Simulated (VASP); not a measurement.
# SiSn2O2 in VASP: further runs, part 2 of 2

VASP 6.6.1. Earlier steps stand in the parts before.

### 3 Relaxation of the atoms, PBE+D3(BJ), collinear spin

Input file INCAR:

```
SYSTEM = SiSn2O2
  ALGO = Normal
  DIPOL = 0.5 0.5 0.313
  EDIFF = 1E-7
  EDIFFG = -0.025
  ENCUT = 520
  GGA = PE
  IBRION = 2
  IDIPOL = 3
  ISIF = 2
  ISMEAR = 0
  ISPIN = 2
  IVDW = 12
  KPAR = 4
  LASPH = .TRUE.
  LCHARG = .FALSE.
  LDIPOL = .TRUE.
  LORBIT = 11
  LREAL = .FALSE.
  LWAVE = .FALSE.
  MAGMOM = 0 0 0 0 2
  NELM = 150
  NSW = 36
  PREC = Accurate
  SIGMA = 0.05
```

Input file KPOINTS:

```
k-points
0
G
  7 7 1
  0 0 0
```

Input file POSCAR:

```
SiSn2O2
1.0
    3.8201707215      0.0000000000      0.0000000000
    0.0000000000      3.8201707215      0.0000000000
    0.0000000000      0.0000000000     17.8630363687
Sn O Si
2 2 1
Selective dynamics
Direct
    0.5000000000      0.0000000000      0.2239260962  F F F
    0.0000000000      0.5000000000      0.3562124735  F F F
    0.0000000000      0.0000000000      0.2900692848  F F F
    0.5000000000      0.5000000000      0.2900692848  F F F
    0.5000000000      1.0000000000      0.4024832351  F F T
```

Potentials or basis: VASP PAW PBE potentials, release 64 (Sn_d, O, Si).

Run with:

```bash
> cat potpaw_PBE.64/Sn_d/POTCAR potpaw_PBE.64/O/POTCAR potpaw_PBE.64/Si/POTCAR > POTCAR
> mpirun -np 4 vasp_std > vasp.out
```

OUTCAR:

```text
SYSTEM = SiSn2O2
   EDIFF = 1E-7
   EDIFFG = -0.025
   ENCUT = 520
   GGA = PE
   IBRION = 2
   ISIF = 2
   ISMEAR = 0
   ISPIN = 2
   IVDW = 12
   LASPH = .TRUE.
   LORBIT = 11
   LREAL = .FALSE.
   NELM = 150
   NSW = 36
   PREC = Accurate
 IVDW          = 12

 ion  position               nearest neighbor table
   1  0.500  0.000  0.224-   3 2.25   4 2.25   4 2.25   3 2.25   5 3.19   2 3.59   2 3.59   2 3.59
                             2 3.59
   2  0.000  0.500  0.356-   3 2.25   4 2.25   3 2.25   4 2.25   5 2.82   5 2.82   5 2.82   5 2.82
                             1 3.59   1 3.59   1 3.59   1 3.59
   3  0.000  0.000  0.290-   1 2.25   1 2.25   2 2.25   2 2.25
   4  0.500  0.500  0.290-   1 2.25   1 2.25   2 2.25   2 2.25
   5  0.500  0.000  0.402-   2 2.82   2 2.82   2 2.82   2 2.82   1 3.19

  LATTYP: Found a simple tetragonal cell.
 ALAT       =     3.8201707215
 C/A-ratio  =     4.6759785546

  Lattice vectors:

 A1 = (   3.8201707215,   0.0000000000,   0.0000000000)
 A2 = (   0.0000000000,   3.8201707215,   0.0000000000)
 A3 = (   0.0000000000,   0.0000000000,  17.8630363687)

Analysis of symmetry for initial positions (statically):
=====================================================================
 Subroutine PRICEL returns:
 Original cell was already a primitive cell.

 Routine SETGRP: Setting up the symmetry group for a
 simple tetragonal supercell.

 Subroutine GETGRP returns: Found  8 space group operations
 (whereof  4 operations were pure point group operations)
 out of a pool of 16 trial point group operations.

The static configuration has the point symmetry C_2v.
 The point group associated with its full space group is C_4v.

Analysis of symmetry for dynamics (positions and initial velocities):
=====================================================================
 Subroutine PRICEL returns:
 Original cell was already a primitive cell.

[... 281 lines left out ...]
  -------------------------------------------------------------------------------------
  Total       0.18750     0.18750     3.47750     0.00000     0.00000     0.00000
  in kB       1.15235     1.15235    21.37255     0.00000     0.00000     0.00000
  external pressure =        7.89 kB  Pullay stress =        0.00 kB
[... 204 lines left out ...]
--------------------------------------- Ionic step        8  -------------------------------------------

 number of electron      43.9999985 magnetization       0.0000492

 dipolmoment           0.000000      0.000000      0.055025 electrons x Angstroem

 Free energy of the ion-electron system (eV)
  ---------------------------------------------------
  ext. energy  EPLUGINS =         0.00000000
  ---------------------------------------------------
  free energy    TOTEN  =       -25.17831959 eV

  energy without entropy =      -25.17119662  energy(sigma->0) =      -25.17475810

 E-fermi :  -0.5301     XC(G=0):  -4.4273

 val. band max:       -0.5346379094   @ k =   0.4286   0.0000   0.0000
 cond. band min:      -0.5182715821   @ k =   0.4286   0.1429   0.0000
 fundamental gap:      0.0163663273
 Fermi energy:        -0.5300789432

 spin component 1

 k-point     1 :       0.0000    0.0000    0.0000
  band No.  band energies     occupation
      1     -22.5331      1.00000
      2     -22.2728      1.00000
      3     -22.2728      1.00000
      4     -22.2638      1.00000
      5     -22.2336      1.00000
      6     -22.0368      1.00000
[... 289 lines left out ...]
     26       2.2206      0.00000
     27       3.7809      0.00000
 Fermi energy:        -0.5300789432

 spin component 2

 k-point     1 :       0.0000    0.0000    0.0000
  band No.  band energies     occupation
      1     -22.5331      1.00000
      2     -22.2728      1.00000
      3     -22.2728      1.00000
      4     -22.2638      1.00000
      5     -22.2336      1.00000
      6     -22.0368      1.00000
[... 289 lines left out ...]
     26       2.2206      0.00000
     27       3.7809      0.00000

------------------------ aborting loop because EDIFF is reached ----------------------------------------

 vacuum level on the upper side and lower side of the slab       (xc-potential included)         0.119        -0.485

 Edisp (eV)   -0.94001

 E8    (eV) :    -0.4191

  FORCE on cell =-STRESS in cart. coord.  units (eV):
  Direction    XX          YY          ZZ          XY          YZ          ZX
  --------------------------------------------------------------------------------------
  -------------------------------------------------------------------------------------
  Total      -3.29256    -3.29256     0.58691     0.00000     0.00000     0.00000
  in kB     -20.23592   -20.23592     3.60714     0.00000     0.00000     0.00000
  external pressure =      -12.29 kB  Pullay stress =        0.00 kB
[... 20 lines left out ...]
  FREE ENERGIE OF THE ION-ELECTRON SYSTEM (eV)
  ---------------------------------------------------
  free  energy   TOTEN  =       -26.1183306053 eV

  energy  without entropy=      -26.1112076369  energy(sigma->0) =      -26.11476912

 reached required accuracy - stopping structural energy minimisation

 vacuum level on the upper side and lower side of the slab         4.119         3.464

 total charge

# of ion       s       p       d       tot
------------------------------------------
    1        1.279   0.769  10.054  12.103
    2        1.120   0.831  10.090  12.041
    3        1.581   3.419   0.000   5.000
    4        1.581   3.419   0.000   5.000
    5        0.931   0.560   0.000   1.491
--------------------------------------------------
tot          6.493   8.999  20.144  35.636

 magnetization (x)

# of ion       s       p       d       tot
------------------------------------------
    1        0.000   0.000   0.000   0.000
    2        0.000   0.000   0.000   0.000
    3        0.000   0.000   0.000   0.000
    4        0.000   0.000   0.000   0.000
    5        0.000   0.000   0.000   0.000
--------------------------------------------------
tot          0.000   0.000   0.000   0.000
```

OSZICAR:

```text
N       E                     dE             d eps       ncg     rms          rms(c)
DAV:   1     0.417765781785E+03    0.41777E+03   -0.20883E+04  1176   0.156E+03
DAV:   2     0.382233805697E+02   -0.37954E+03   -0.37191E+03  1311   0.374E+02
DAV:   3    -0.248466376273E+02   -0.63070E+02   -0.62233E+02  1397   0.171E+02
DAV:   4    -0.281100741382E+02   -0.32634E+01   -0.32456E+01  1260   0.423E+01
[... 178 lines left out ...]
DAV:   2    -0.251783249118E+02   -0.38235E-03   -0.47482E-03  1342   0.266E-01    0.240E-02
DAV:   3    -0.251783212140E+02    0.36978E-05   -0.11288E-04  1247   0.536E-02    0.179E-02
DAV:   4    -0.251783192132E+02    0.20009E-05   -0.18555E-05  1387   0.203E-02    0.644E-03
DAV:   5    -0.251783195772E+02   -0.36405E-06   -0.24971E-06  1258   0.968E-03    0.174E-03
DAV:   6    -0.251783195861E+02   -0.89167E-08   -0.20488E-07  1061   0.282E-03
   8 F= -.26118331E+02 E0= -.26114769E+02  d E =-.618662E+00  mag=     0.0002
```

CONTCAR:

```text
SiSn2O2
   1.00000000000000
     3.8201707214999998    0.0000000000000000    0.0000000000000000
     0.0000000000000000    3.8201707214999998    0.0000000000000000
     0.0000000000000000    0.0000000000000000   17.8630363687000013
  Sn              O               Si
     2     2     1
Selective dynamics
Direct
     0.5000000000000000    0.0000000000000000    0.2239260962000031   F   F   F
     0.0000000000000000    0.5000000000000000    0.3562124735000012   F   F   F
     0.0000000000000000    0.0000000000000000    0.2900692847999977   F   F   F
     0.5000000000000000    0.5000000000000000    0.2900692847999977   F   F   F
     0.5000000000000000    0.0000000000000000    0.4525297722412726   F   F   T

  0.00000000E+00  0.00000000E+00  0.00000000E+00
  0.00000000E+00  0.00000000E+00  0.00000000E+00
  0.00000000E+00  0.00000000E+00  0.00000000E+00
  0.00000000E+00  0.00000000E+00  0.00000000E+00
  0.00000000E+00  0.00000000E+00  0.00000000E+00
```

It took 6.8 min on 4 MPI ranks of Intel Xeon 6975P-C (Granite Rapids), shared host; peak memory 0.53 GiB.

What came out:

- Free energy: -26.1183 eV
- Energy gained by relaxing: 123.7 meV/atom
- Ionic steps: 8
- Band gap on the k mesh: zero (filled and empty bands overlap)
- Net moment: 0.00 μB per cell
- Valence electrons inside the program's atomic spheres: Sn 12.10, 12.04; O 5.00; Si 1.49
- Dispersion energy per atom: -0.188 eV

The path:
```csv
step,energy change (eV),largest force on free atoms (eV/Å),pressure (GPa)
1,0.0000,1.3280,1.95
2,-0.0843,1.3137,1.85
3,-0.3145,0.9121,0.79
4,-0.5561,0.3721,-0.75
5,-0.4272,0.6202,-1.90
6,-0.6171,0.1050,-1.33
7,-0.6172,0.0858,-1.17
8,-0.6187,0.0100,-1.23
```

Final structure:
```
Sn O Si
1.0
     3.82017    0.00000    0.00000
     0.00000    3.82017    0.00000
     0.00000    0.00000   17.86304
Sn O Si
2 2 1
Direct
  0.50000 0.00000 0.22393
  0.00000 0.50000 0.35621
  0.00000 0.00000 0.29007
  0.50000 0.50000 0.29007
  0.50000 0.00000 0.45253
```

Levels at points of the mesh, in eV from the Fermi level:
Spin up:
| k point | band 20 | band 21 | band 22 | band 23 | band 24 | band 25 |
| --- | --- | --- | --- | --- | --- | --- |
| (0.00, 0.00, 0.00) | -2.94 | -1.04 | 0.55 | 1.06 | 1.06 | 1.95 |
Spin down:
| k point | band 18 | band 19 | band 20 | band 21 | band 22 | band 23 | band 24 | band 25 | band 26 | band 27 |
| --- | --- | --- | --- | --- | --- | --- | --- | --- | --- | --- |
| (0.00, 0.00, 0.00) | -3.33 | -2.94 | -2.94 | -1.04 | 0.55 | 1.06 | 1.06 | 1.95 | 3.19 | 4.04 |

Caveat: spin-orbit coupling is left out, which moves the levels of the heavy elements.

The gap in the log of VASP goes by the Fermi energy; the results here count the filled bands.